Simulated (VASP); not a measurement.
A run of VASP 6.6.1 is set up as follows.

File INCAR:

```
SYSTEM = ScHg
PREC = Accurate
ENCUT = 520
EDIFF = 1E-6
ISMEAR = 1
SIGMA = 0.1
LREAL = .False.
LASPH = .True.
NELM = 80
ALGO = Normal
ISIF = 2
LWAVE = .False.
LCHARG = .False.
GGA = CA
NBANDS = 18
```

Contents of KPOINTS:

```
Automatic mesh
0
Gamma
  8 8 8
  0 0 0
```

Contents of POSCAR:

```
ScHg
1.0
    3.5482526220      0.0000000000      0.0000000000
    0.0000000000      3.5482526220      0.0000000000
    0.0000000000      0.0000000000      3.5482526220
Sc Hg
1 1
Direct
    0.5000000000      0.5000000000      0.5000000000
    0.0000000000      0.0000000000      0.0000000000
```

Potentials or basis: VASP PAW LDA potentials, release 64 (Sc_sv, Hg).

The run is started by

```bash
$ cat potpaw_LDA.64/Sc_sv/POTCAR potpaw_LDA.64/Hg/POTCAR > POTCAR
$ mpirun -np 1 vasp_std > vasp.out
```

(1) Predict the pressure.

Answers

(1) -7.7 GPa.
